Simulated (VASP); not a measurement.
Here is a VASP 6.6.1 calculation.

POSCAR

```
Sn
1.0
   -2.0558923339      2.0558923339      1.6826146010
    2.0558923339     -2.0558923339      1.6826146010
    2.0558923339      2.0558923339     -1.6826146010
Sn
1
Direct
    0.0000000000      0.0000000000      0.0000000000
```

INCAR.step1

```
SYSTEM = Sn
PREC     = Accurate       ! precision mode
ENCUT    = 520            ! plane-wave cutoff, eV
EDIFF    = 1E-5           ! SCF threshold, eV
ISMEAR   = -1             ! smearing method
SIGMA    = 0.05           ! smearing width, eV
LREAL    = .False.        ! projectors in reciprocal space
LASPH    = .True.         ! aspherical terms in the spheres
NELM     = 80             ! most SCF steps
ALGO     = Normal         ! electronic algorithm
ISIF     = 2              ! what is computed and relaxed
LWAVE    = .True.         ! write WAVECAR
LCHARG   = .False.        ! write CHGCAR
GGA      = PE             ! functional
NBANDS   = 13             ! bands
```

INCAR.step2

```
SYSTEM = Sn
PREC     = Accurate       ! precision mode
ENCUT    = 520            ! plane-wave cutoff, eV
EDIFF    = 1E-6           ! SCF threshold, eV
ISMEAR   = -1             ! smearing method
SIGMA    = 0.05           ! smearing width, eV
LREAL    = .False.        ! projectors in reciprocal space
LASPH    = .True.         ! aspherical terms in the spheres
NELM     = 80             ! most SCF steps
ALGO     = Normal         ! electronic algorithm
ISIF     = 2              ! what is computed and relaxed
LWAVE    = .False.        ! write WAVECAR
LCHARG   = .False.        ! write CHGCAR
GGA      = PE             ! functional
LHFCALC  = .True.         ! exact exchange
HFSCREEN = 0.2079         ! screening, 1/A
PRECFOCK = Normal       
ISTART   = 1            
NBANDS   = 13             ! bands
```

File KPOINTS:

```
Automatic mesh
0
Gamma
  6 6 6
  0 0 0
```

Potentials or basis: VASP PAW PBE potentials, release 64 (Sn_d).

Launch:

```console
$ cat potpaw_PBE.64/Sn_d/POTCAR > POTCAR
$ cp INCAR.step1 INCAR
$ mpirun -np 1 vasp_std > vasp.out
$ cp INCAR.step2 INCAR
$ mpirun -np 1 vasp_std > vasp.out
```

**Question.** Estimate the band gap on the k mesh.

**Answer.** Zero (bands 7 and 8 overlap by 9.36 eV).

**Question.** Estimate the pressure.

**Answer.** -2.0 GPa.

Stress tensor (GPa, compression positive):
```
-1.38  0.00  0.00
 0.00 -1.38  0.00
 0.00  0.00 -3.13
```

Caveat: the k points lie up to 0.40 Å⁻¹ apart, too coarse for converged energies and pressures of a metal; the PAW data sets were made with another functional, which shifts forces and pressure a little; spin-orbit coupling is left out, which moves the levels of the heavy elements.
